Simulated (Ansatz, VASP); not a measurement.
## Mg4O: VASP beside Ansatz

```
Mg O
1.0
     4.42158    0.00000    0.00000
     0.00000    4.42158    0.00000
     0.00000    0.00000    4.42158
Mg O
4 1
Direct
  0.00000 0.50000 0.50000
  0.50000 0.50000 0.00000
  0.50000 0.00000 0.50000
  0.00000 0.00000 0.00000
  0.50000 0.50000 0.50000
```

Change from the starting cell: species swapped into the Fe4N type (Pm-3m, No. 221).

Alike in both runs: functional PBE; k mesh 4 × 4 × 4; occupations gaussian, width 0.1 eV; no spin polarisation.

Ansatz relaxed the structure, and its values are those at the end. VASP's run is a single point on that final structure, the one shown.

```csv
,VASP,Ansatz
version,VASP 6.6.1,Ansatz 0.2.0
potentials or method,"VASP PAW PBE potentials, release 64 (Mg, O), cutoff 520 eV","scalar-relativistic, plane waves, PAW"
valence electrons in the cell,14,46
```

|  | VASP | Ansatz | Ansatz less VASP |
| --- | --- | --- | --- |
| gap on the k mesh at the Fermi level (eV) | none | none | - |
| pressure (GPa) | -0.1 | 0.1 | +0.26 |

A gap of «none» marks a metal or a gap that the smearing closes. With one functional, cell and mesh, what is left measures potentials, basis and numerics. VASP's potentials hold 14 valence electrons a cell and Ansatz's 46, so a difference there can come from the potentials and not from the codes.
